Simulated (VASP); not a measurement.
# TaN (P-6m2) in VASP: further runs

Runs on TaN. Level: r2SCAN. Tasks: electric field gradients.

Program: VASP 6.6.1. These are calculated values, not measurements. Logs are shortened: lines on timing, memory, paths and dates and some standing lists are left out, and cuts for length are marked.

## Step 1: The cell of the first run

It takes space group P-6m2 (No. 187, hexagonal). Conventional cell: a = 2.940 Å, b = 2.940 Å, c = 2.890 Å, α = 90.00°, β = 90.00°, γ = 120.00°. Within 2.9 Å of Ta (site symmetry -6m2) lie 6 N at 2.23 Å and 2 Ta at 2.89 Å. N (site symmetry -6m2) has 6 Ta at 2.23 Å and 2 N at 2.89 Å within 2.9 Å.

## Step 2: Electric field gradients, r2SCAN

POSCAR

```
TaN
1.0
    2.9399421781      0.0000000000      0.0000000000
   -1.4699710891      2.5460646119      0.0000000000
    0.0000000000      0.0000000000      2.8901750800
Ta N
1 1
Direct
    0.0000000000      0.0000000000      0.5000000000
    0.6666666667      0.3333333333      0.0000000000
```

INCAR.step1

```
SYSTEM = TaN
PREC     = Accurate       ! precision mode
ENCUT    = 520            ! plane-wave cutoff, eV
ISMEAR   = -1             ! smearing method
SIGMA    = 0.05           ! smearing width, eV
LREAL    = .FALSE.        ! projectors in reciprocal space
LASPH    = .TRUE.         ! aspherical terms in the spheres
NELM     = 80             ! most SCF steps
NBANDS   = 15             ! bands
GGA      = PE             ! functional
ALGO     = Normal         ! electronic algorithm
EDIFF    = 1E-4           ! SCF threshold, eV
LWAVE    = .TRUE.         ! write WAVECAR
LCHARG   = .FALSE.        ! write CHGCAR
```

INCAR.step2

```
SYSTEM = TaN
PREC     = Accurate       ! precision mode
ENCUT    = 520            ! plane-wave cutoff, eV
EDIFF    = 1E-8           ! SCF threshold, eV
ISMEAR   = -1             ! smearing method
SIGMA    = 0.05           ! smearing width, eV
LREAL    = .FALSE.        ! projectors in reciprocal space
LASPH    = .TRUE.         ! aspherical terms in the spheres
NELM     = 80             ! most SCF steps
ALGO     = Normal         ! electronic algorithm
ISIF     = 2              ! what is computed and relaxed
LWAVE    = .FALSE.        ! write WAVECAR
LCHARG   = .FALSE.        ! write CHGCAR
METAGGA  = R2SCAN         ! meta-GGA
LMIXTAU  = .TRUE.       
LEFG     = .TRUE.       
NBANDS   = 15             ! bands
ISTART   = 1
```

KPOINTS

```
regular mesh
0
G
  13 13 11
  0 0 0
```

Potentials or basis: VASP PAW PBE potentials, release 64 (Ta_pv, N).

The run is started by

```sh
> cat potpaw_PBE.64/Ta_pv/POTCAR potpaw_PBE.64/N/POTCAR > POTCAR
> cp INCAR.step1 INCAR
> mpirun -np 1 vasp_std > vasp.out
> cp INCAR.step2 INCAR
> mpirun -np 1 vasp_std > vasp.out
```

OUTCAR:

```text
SYSTEM = TaN
   PREC = Accurate
   ENCUT = 520
   EDIFF = 1E-8
   ISMEAR = -1
   LREAL = .FALSE.
   LASPH = .TRUE.
   NELM = 80
   ISIF = 2
   METAGGA = R2SCAN
   ISTART = 1

 ion  position               nearest neighbor table
   1  0.000  0.000  0.500-   2 2.23   2 2.23   2 2.23   2 2.23   2 2.23   2 2.23
   2  0.667  0.333  0.000-   1 2.23   1 2.23   1 2.23   1 2.23   1 2.23   1 2.23

  LATTYP: Found a hexagonal cell.
 ALAT       =     2.9399421781
 C/A-ratio  =     0.9830720827

  Lattice vectors:

 A1 = (   2.9399421781,   0.0000000000,   0.0000000000)
 A2 = (  -1.4699710891,   2.5460646119,   0.0000000000)
 A3 = (   0.0000000000,   0.0000000000,   2.8901750800)

Analysis of symmetry for initial positions (statically):
=====================================================================
 Subroutine PRICEL returns:
 Original cell was already a primitive cell.

 Routine SETGRP: Setting up the symmetry group for a
 hexagonal supercell.

 Subroutine GETGRP returns: Found 12 space group operations
 (whereof 12 operations were pure point group operations)
 out of a pool of 24 trial point group operations.

The static configuration has the point symmetry D_3h.

Analysis of symmetry for dynamics (positions and initial velocities):
=====================================================================
 Subroutine PRICEL returns:
 Original cell was already a primitive cell.

 Routine SETGRP: Setting up the symmetry group for a
 hexagonal supercell.

 Subroutine GETGRP returns: Found 12 space group operations
 (whereof 12 operations were pure point group operations)
 out of a pool of 24 trial point group operations.

The dynamic configuration has the point symmetry D_3h.

 Subroutine INISYM returns: Found 12 space group operations
 (whereof 12 operations are pure point group operations),
 and found     1 'primitive' translations

----------------------------------------------------------------------------------------

                                     Primitive cell

  volume of cell :      21.6338

  direct lattice vectors                    reciprocal lattice vectors
     2.939942178  0.000000000  0.000000000     0.340142744  0.196381505  0.000000000
    -1.469971089  2.546064612  0.000000000     0.000000000  0.392763010  0.000000000
     0.000000000  0.000000000  2.890175080     0.000000000  0.000000000  0.345999800

  length of vectors
     2.939942178  2.939942178  2.890175080     0.392763010  0.392763010  0.345999800

  position of ions in fractional coordinates (direct lattice)
     0.000000000  0.000000000  0.500000000
     0.666666667  0.333333333  0.000000000

  ion indices of the primitive-cell ions
   primitive index   ion index
                 1           1
                 2           2

----------------------------------------------------------------------------------------

 KPOINTS: regular mesh

Automatic generation of k-mesh.
 Grid dimensions read from file:
 generate k-points for:   13   13   11

 Generating k-lattice:

  Cartesian coordinates                     Fractional coordinates (reciprocal lattice)
     0.026164826  0.015106270  0.000000000     0.076923077  0.000000000  0.000000000
     0.000000000  0.030212539  0.000000000     0.000000000  0.076923077  0.000000000
     0.000000000  0.000000000  0.031454527     0.000000000  0.000000000  0.090909091

  Length of vectors
     0.030212539  0.030212539  0.031454527

  Shift w.r.t. Gamma in fractional coordinates (k-lattice)
     0.000000000  0.000000000  0.000000000

 Subroutine IBZKPT returns following result:
 ===========================================

 Found    126 irreducible k-points:

 Following reciprocal coordinates:
            Coordinates               Weight
  0.000000  0.000000  0.000000      1.000000
  0.076923  0.000000  0.000000      6.000000
  0.153846  0.000000  0.000000      6.000000
  0.230769  0.000000  0.000000      6.000000
  0.307692  0.000000  0.000000      6.000000
  0.384615  0.000000  0.000000      6.000000
[... 16 lines left out ...]
  0.076923  0.000000  0.090909     12.000000
  0.153846  0.000000  0.090909     12.000000
 [... further k-points ...]
   k-points           NKPTS =    126   k-points in BZ     NKDIM =    126   number of bands    NBANDS=     15
   number of dos      NEDOS =    301   number of ions     NIONS =      2
   total plane-waves  NPLWV =  13824
   dimension x,y,z NGX =    24 NGY =   24 NGZ =   24
   dimension x,y,z NGXF=    48 NGYF=   48 NGZF=   48
   ions per type =               1   1
   NGX,Y,Z   is equivalent  to a cutoff of  13.57, 13.57, 13.81 a.u.
   NGXF,Y,Z  is equivalent  to a cutoff of  27.14, 27.14, 27.61 a.u.
 SYSTEM =  TaN
   PREC   = accura    normal or accurate (medium, high low for compatibility)
   ISTART =      1    job   : 0-new  1-cont  2-samecut
   ICHARG =      0    charge: 1-file 2-atom 10-const
   ISPIN  =      1    spin polarized calculation?
   LNONCOLLINEAR =      F non collinear calculations
   LSORBIT =      F    spin-orbit coupling
   LASPH  =      T    aspherical Exc in radial PAW
   ENCUT  =  520.0 eV  38.22 Ry    6.18 a.u.   5.47  5.47  5.37*2*pi/ulx,y,z
   NELM   =     80;   NELMIN=  2; NELMDL=  0     # of ELM steps
   EDIFF  = 0.1E-07   stopping-criterion for ELM
   LREAL  =      F    real-space projection
   EDIFFG = 0.1E-06   stopping-criterion for IOM
   NSW    =      0    number of steps for IOM
   IBRION =     -1    ionic relax: 0-MD 1-quasi-New 2-CG
   NFREE  =      0    steps in history (QN), initial steepest desc. (CG)
   ISIF   =      2    stress and relaxation
   ISYM   =      2    0-nonsym 1-usesym 2-fastsym
   POTIM  = 0.5000    time-step for ionic-motion
   TEBEG  =    0.0;   TEEND  =   0.0 temperature during run
   PSTRESS=    0.0 pullay stress
   NELECT =      16.0000    total number of electrons
   NUPDOWN=      -1.0000    fix difference up-down
   EMIN   =  10.00;   EMAX   =-10.00  energy-range for DOS
   EFERMI =   0.00;   METHOD = LEGACY
   ISMEAR =    -1;   SIGMA  =   0.05  broadening in eV -4-tet -1-fermi 0-gaus
   EFERMI_NEDOS =   21; number of points for ismear=-14 and -15
   IALGO  =     38    algorithm
   IMIX   =      4    mixing-type and parameters
     AMIX     =   0.40;   BMIX     =  1.00
     AMIX_MAG =   1.60;   BMIX_MAG =  1.00
  volume/ion in A,a.u.               =      10.82        73.00
  Fermi-wavevector in a.u.,A,eV,Ry     =   1.480485  2.797711 29.821741  2.191836
  Thomas-Fermi vector in A             =   2.594513
   LORBIT       =      0    0 simple, 1 ext, 2 COOP (PROOUT), +10 PAW based schemes
   METAGGA = R2SCAN    functional components
   LHFCALC =     F    Hartree Fock is set to
   AEXX    =    0.0000 exact exchange contribution
   IVDW    =     0    specifies the selected vdW correction
   LEPSILON=     F    determine dielectric tensor
   LRPA    =     F    only Hartree local field effects (RPA)
 non-spin polarized calculation
  energy-cutoff  :      520.00
  volume of cell :       21.63
 maximum number of plane-waves:       611
 NGX is ok and might be reduce to    24
   NGX = 11   NGY = 11   NGZ = 11

 number of electron      16.0000001 magnetization

 Free energy of the ion-electron system (eV)
  ---------------------------------------------------
  ext. energy  EPLUGINS =         0.00000000
  ---------------------------------------------------
  free energy    TOTEN  =       -60.39611951 eV

  energy without entropy =      -60.39570019  energy(sigma->0) =      -60.39590985

 E-fermi :   8.1907     XC(G=0): -14.3244

 val. band max:        8.1201736144   @ k =   0.0000   0.0000   0.2727
 cond. band min:       8.3186213407   @ k =   0.0769   0.0000   0.4545
 fundamental gap:      0.1984477263
 Fermi energy:         8.1906582364

 k-point     1 :       0.0000    0.0000    0.0000
  band No.  band energies     occupation
      1     -27.9794      2.00000
      2     -27.7153      2.00000
      3     -27.7153      2.00000
      4     -10.5983      2.00000
      5       3.3818      2.00000
      6       3.3818      2.00000
      7       3.7953      2.00000
      8       5.0262      2.00000
      9      10.6519      0.00000
     10      11.9027      0.00000
     11      11.9027      0.00000
     12      12.3810      0.00000
     13      12.3810      0.00000
     14      18.7660      0.00000
     15      22.1768      0.00000

 k-point     2 :       0.0769    0.0000    0.0000
  band No.  band energies     occupation
      1     -27.9711      2.00000
      2     -27.7811      2.00000
      3     -27.7292      2.00000
      4     -10.4757      2.00000
      5       3.0125      2.00000
      6       3.4761      2.00000
      7       3.9644      2.00000
      8       4.8487      2.00000
      9      11.1065      0.00000
     10      11.6528      0.00000
     11      11.9221      0.00000
     12      12.3166      0.00000
     13      12.5506      0.00000
     14      18.7660      0.00000
     15      22.1388      0.00000
[... 365 lines left out ...]
      3     -27.7229      2.00000
      4     -10.3108      2.00000
      5       3.0830      2.00000
      6       3.2061      2.00000
      7       3.5332      2.00000
      8       5.4999      2.00000
      9      10.8765      0.00000
     10      10.9121      0.00000
     11      11.4294      0.00000
     12      13.0573      0.00000
     13      13.0643      0.00000
     14      18.7660      0.00000
     15      22.3413      0.00000

 k-point    24 :       0.1538    0.0000    0.0909
  band No.  band energies     occupation
      1     -28.0287      2.00000
      2     -27.9477      2.00000
      3     -27.7610      2.00000
      4      -9.9905      2.00000
      5       2.2719      2.00000
      6       3.3525      2.00000
      7       3.7516      2.00000
      8       5.2942      2.00000
      9      10.7790      0.00000
     10      10.9156      0.00000
     11      12.1884      0.00000
     12      13.0910      0.00000
     13      13.4176      0.00000
     14      18.7660      0.00000
     15      22.0003      0.00000

 [... further k-points ...]

------------------------ aborting loop because EDIFF is reached ----------------------------------------

  FORCE on cell =-STRESS in cart. coord.  units (eV):
  Direction    XX          YY          ZZ          XY          YZ          ZX
  --------------------------------------------------------------------------------------
  -------------------------------------------------------------------------------------
  Total        0.0082647      0.0082647     -0.0363628     -0.0000000      0.0000000      0.0000000
  in kB        0.6120791      0.6120791     -2.6929923     -0.0000000      0.0000000      0.0000000
  external PRESSURE =      -0.4896114 kB  Pullay stress =       0.0000000 kB

 VOLUME and BASIS-vectors are now :
 -----------------------------------------------------------------------------
  energy-cutoff  :      520.00
  volume of cell :       21.63
      direct lattice vectors                 reciprocal lattice vectors
     2.939942178  0.000000000  0.000000000     0.340142744  0.196381505  0.000000000
    -1.469971089  2.546064612  0.000000000     0.000000000  0.392763010  0.000000000
     0.000000000  0.000000000  2.890175080     0.000000000  0.000000000  0.345999800

 POSITION                                       TOTAL-FORCE (eV/Angst)
 -----------------------------------------------------------------------------------
      0.00000      0.00000      1.44509         0.000000     -0.000000      0.000000
      1.46997      0.84869      0.00000        -0.000000      0.000000      0.000000
 -----------------------------------------------------------------------------------
    total drift:                                0.000000     -0.000000      0.000000

  FREE ENERGIE OF THE ION-ELECTRON SYSTEM (eV)
  ---------------------------------------------------
  free  energy   TOTEN  =       -60.3961195063 eV

  energy  without entropy=      -60.3957001862  energy(sigma->0) =      -60.39590985

 Electric field gradients (V/A^2)
---------------------------------------------------------------------
 ion       V_xx      V_yy      V_zz      V_xy      V_xz      V_yz
---------------------------------------------------------------------
   1      -4.609    -4.609     9.218     0.000    -0.000    -0.000
   2      -0.401    -0.400     0.802     0.001     0.000    -0.000
---------------------------------------------------------------------

 Electric field gradients after diagonalization (V/A^2)
 (convention: |V_zz| > |V_xx| > |V_yy|)
----------------------------------------------------------------------
 ion       V_xx      V_yy      V_zz     asymmetry (V_yy - V_xx)/ V_zz
----------------------------------------------------------------------
   1      -4.609    -4.609     9.218       0.000
   2      -0.402    -0.400     0.802       0.003
----------------------------------------------------------------------

           NMR quadrupolar parameters

 Cq : quadrupolar parameter    Cq=e*Q*V_zz/h
 eta: asymmetry parameters     (V_yy - V_xx)/ V_zz
 Q  : nuclear electric quadrupole moment in mb (millibarn)
----------------------------------------------------------------------
 ion       Cq(MHz)       eta       Q (mb)
----------------------------------------------------------------------
   1       0.022       0.000       1.000
   2       0.002       0.003       1.000
----------------------------------------------------------------------
```

Run time: 1.7 min. Hardware: 1 thread of Intel Xeon 6975P-C, shared host; peak memory 0.18 GiB.

What came out:

```yaml
Free_energy: -60.3961 eV
Pressure: 0.0 GPa
Band_gap_on_the_k_mesh: zero (band 8 reaches 8.32 eV, above the bottom of band 9 at 8.11 eV)
```

Levels at points of the mesh, in eV from the Fermi level:
```tsv
k point	band 6	band 7	band 8	band 9	band 10	band 11
(0.00, 0.00, 0.00)	-4.81	-4.40	-3.16	2.46	3.71	3.71
```

Electric field gradients, principal values (V/Å²):
```csv
atom,least,middle,greatest (by size)
1 Ta,-4.609,-4.609,9.218
2 N,-0.400,-0.402,0.802
```

Caveat: without QUAD_EFG the Cq values of the log hold for a quadrupole moment of 1 mb, not for the nuclei; the PAW data sets were made with another functional, which shifts forces and pressure a little; spin-orbit coupling is left out, which moves the levels of the heavy elements.

[end of part 1 of 3]
